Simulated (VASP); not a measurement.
# SiC (P6_3mc) in VASP: notebook, part 2 of 2

VASP 6.6.1. The steps go on from the part before.

**4. Single point, r2SCAN**

This run uses another cell than the first one, of 10.34 Å³/atom, 0.943 times its volume.

Input file POSCAR:

```
SiC
1.0
    3.0753562384      0.0000000000      0.0000000000
   -1.5376781192      2.6633366281      0.0000000000
    0.0000000000      0.0000000000      5.0481080801
Si C
2 2
Direct
    0.3333333333      0.6666666667     -0.0004083979
    0.6666666667      0.3333333333      0.4995916021
    0.3333333333      0.6666666667      0.3754083979
    0.6666666667      0.3333333333      0.8754083979
```

Input file INCAR.step1:

```
SYSTEM = SiC
  ALGO = Normal
  EDIFF = 1E-4
  ENCUT = 520
  GGA = PE
  ISMEAR = 0
  LASPH = .TRUE.
  LCHARG = .FALSE.
  LREAL = .FALSE.
  LWAVE = .TRUE.
  NBANDS = 16
  NELM = 100
  PREC = Accurate
  SIGMA = 0.01
```

Input file INCAR.step2:

```
SYSTEM = SiC
  ALGO = Normal
  EDIFF = 1E-6
  ENCUT = 520
  ISIF = 2
  ISMEAR = 0
  ISTART = 1
  LASPH = .TRUE.
  LCHARG = .FALSE.
  LMIXTAU = .TRUE.
  LREAL = .FALSE.
  LWAVE = .FALSE.
  METAGGA = R2SCAN
  NBANDS = 16
  NELM = 100
  PREC = Accurate
  SIGMA = 0.01
```

Input file KPOINTS:

```
k-points
0
G
  12 12 6
  0 0 0
```

Potentials or basis: VASP PAW PBE potentials, release 64 (Si, C).

The run is started by

```console
> cat potpaw_PBE.64/Si/POTCAR potpaw_PBE.64/C/POTCAR > POTCAR
> cp INCAR.step1 INCAR
> mpirun -np 1 vasp_std > vasp.out
> cp INCAR.step2 INCAR
> mpirun -np 1 vasp_std > vasp.out
```

OUTCAR:

```text
SYSTEM = SiC
   EDIFF = 1E-6
   ENCUT = 520
   ISIF = 2
   ISMEAR = 0
   ISTART = 1
   LASPH = .TRUE.
   LREAL = .FALSE.
   METAGGA = R2SCAN
   NELM = 100
   PREC = Accurate

 ion  position               nearest neighbor table
   1  0.333  0.667  1.000-   4 1.88   4 1.88   4 1.88   3 1.90   2 3.09   2 3.09   2 3.09   2 3.09
                             2 3.09   2 3.09
   2  0.667  0.333  0.500-   3 1.88   3 1.88   3 1.88   4 1.90   1 3.09   1 3.09   1 3.09   1 3.09
                             1 3.09   1 3.09
   3  0.333  0.667  0.375-   2 1.88   2 1.88   2 1.88   1 1.90
   4  0.667  0.333  0.875-   1 1.88   1 1.88   1 1.88   2 1.90

  LATTYP: Found a hexagonal cell.
 ALAT       =     3.0753562384
 C/A-ratio  =     1.6414710000

  Lattice vectors:

 A1 = (   3.0753562384,   0.0000000000,   0.0000000000)
 A2 = (  -1.5376781192,   2.6633366281,   0.0000000000)
 A3 = (   0.0000000000,   0.0000000000,   5.0481080801)

Analysis of symmetry for initial positions (statically):
=====================================================================
 Subroutine PRICEL returns:
 Original cell was already a primitive cell.

 Routine SETGRP: Setting up the symmetry group for a
 hexagonal supercell.
[... 171 lines left out ...]

  energy without entropy =      -38.63789484  energy(sigma->0) =      -38.63789484

 E-fermi :   8.2144     XC(G=0): -11.9291

 val. band max:        8.1455005338   @ k =   0.0000   0.0000   0.0000
 cond. band min:      10.8048157298   @ k =   0.3333   0.3333   0.0000
 fundamental gap:      2.6593151960
 Fermi energy:         8.2143594160

 k-point     1 :       0.0000    0.0000    0.0000
  band No.  band energies     occupation
      1      -8.2091      2.00000
      2      -4.5818      2.00000
      3      -0.8462      2.00000
      4       6.7600      2.00000
      5       6.7600      2.00000
      6       8.0327      2.00000
[... 433 lines left out ...]
      3       0.5511      2.00000
      4       2.3141      2.00000
      5       3.1587      2.00000
      6       5.1620      2.00000
[... 8 lines left out ...]
     15      20.3493      0.00000
     16      21.0761      0.00000

 [... further k-points ...]
[... 5 lines left out ...]
  --------------------------------------------------------------------------------------
  -------------------------------------------------------------------------------------
  Total       -0.0490225     -0.0490225     -0.0414030      0.0000000      0.0000000     -0.0000000
  in kB       -1.8995714     -1.8995714     -1.6043242      0.0000000      0.0000000     -0.0000000
  external PRESSURE =      -1.8011557 kB  Pullay stress =       0.0000000 kB

 VOLUME and BASIS-vectors are now :
 -----------------------------------------------------------------------------
  energy-cutoff  :      520.00
  volume of cell :       41.35
      direct lattice vectors                 reciprocal lattice vectors
     3.075356238  0.000000000  0.000000000     0.325165582  0.187734436  0.000000000
    -1.537678119  2.663336628  0.000000000     0.000000000  0.375468872  0.000000000
     0.000000000  0.000000000  5.048108080     0.000000000  0.000000000  0.198094015

 POSITION                                       TOTAL-FORCE (eV/Angst)
 -----------------------------------------------------------------------------------
     -0.00000      1.77556      5.04605        -0.000000     -0.000000      0.001077
      1.53768      0.88778      2.52199         0.000000      0.000000      0.001077
     -0.00000      1.77556      1.89510        -0.000000     -0.000000     -0.001077
      1.53768      0.88778      4.41916         0.000000      0.000000     -0.001077
 -----------------------------------------------------------------------------------
    total drift:                               -0.000000     -0.000000      0.000376

  FREE ENERGIE OF THE ION-ELECTRON SYSTEM (eV)
  ---------------------------------------------------
  free  energy   TOTEN  =       -38.6378948408 eV

  energy  without entropy=      -38.6378948408  energy(sigma->0) =      -38.63789484
```

OSZICAR.step1:

```text
N       E                     dE             d eps       ncg     rms          rms(c)
DAV:   1     0.261375328845E+02    0.26138E+02   -0.72037E+03  2432   0.896E+02
DAV:   2    -0.312730374371E+02   -0.57411E+02   -0.52379E+02  3512   0.158E+02
DAV:   3    -0.338126348042E+02   -0.25396E+01   -0.25286E+01  3200   0.305E+01
DAV:   4    -0.338312987318E+02   -0.18664E-01   -0.18661E-01  2992   0.321E+00
DAV:   5    -0.338314843623E+02   -0.18563E-03   -0.18563E-03  3168   0.302E-01    0.125E+01
DAV:   6    -0.301910299814E+02    0.36405E+01   -0.65249E+00  3064   0.157E+01    0.563E+00
DAV:   7    -0.301210527622E+02    0.69977E-01   -0.11265E+00  3448   0.617E+00    0.249E+00
DAV:   8    -0.301043671593E+02    0.16686E-01   -0.47662E-02  2768   0.139E+00    0.629E-01
DAV:   9    -0.301027653696E+02    0.16018E-02   -0.76106E-03  3136   0.591E-01    0.123E-01
DAV:  10    -0.301030783719E+02   -0.31300E-03   -0.10220E-03  2968   0.185E-01    0.573E-02
DAV:  11    -0.301031037160E+02   -0.25344E-04   -0.85173E-05  2096   0.695E-02
   1 F= -.30103104E+02 E0= -.30103104E+02  d E =-.316048E-52
```

It took 93 s on 1 thread of Intel Xeon 6975P-C, shared host; peak memory 0.18 GiB.

Results:

| Item | Value |
| --- | --- |
| Free energy | -38.6379 eV |
| Pressure | -0.2 GPa |
| Band gap on the k mesh | 2.66 eV, indirect (least direct gap 4.48 eV) |

Caveat: the PAW data sets were made with another functional, which shifts forces and pressure a little.

**5. The runs side by side**

```csv
level,cell,k mesh,gap on the mesh (eV),pressure (GPa)
r2SCAN,"a = 3.136, b = 3.136, c = 5.147 Å, angles 90.0, 90.0, 120.0°, 4 atoms",9 × 9 × 4,2.74,-12.0
PBE,"a = 3.075, b = 3.075, c = 5.048 Å, angles 90.0, 90.0, 120.0°, 4 atoms",12 × 12 × 6,2.27,3.5
r2SCAN,"a = 3.075, b = 3.075, c = 5.048 Å, angles 90.0, 90.0, 120.0°, 4 atoms",12 × 12 × 6,2.66,-0.2
```

Alike in all rows: task single point; potentials or basis VASP PAW PBE potentials, release 64 (Si, C); no spin polarisation; cutoff (eV) 520; smearing gaussian 0.01 eV.

Caveats: the PAW data sets were made with another functional, which shifts forces and pressure a little (some runs).

Total energies depend on the potentials used, so only differences within one code and one set of settings carry meaning.
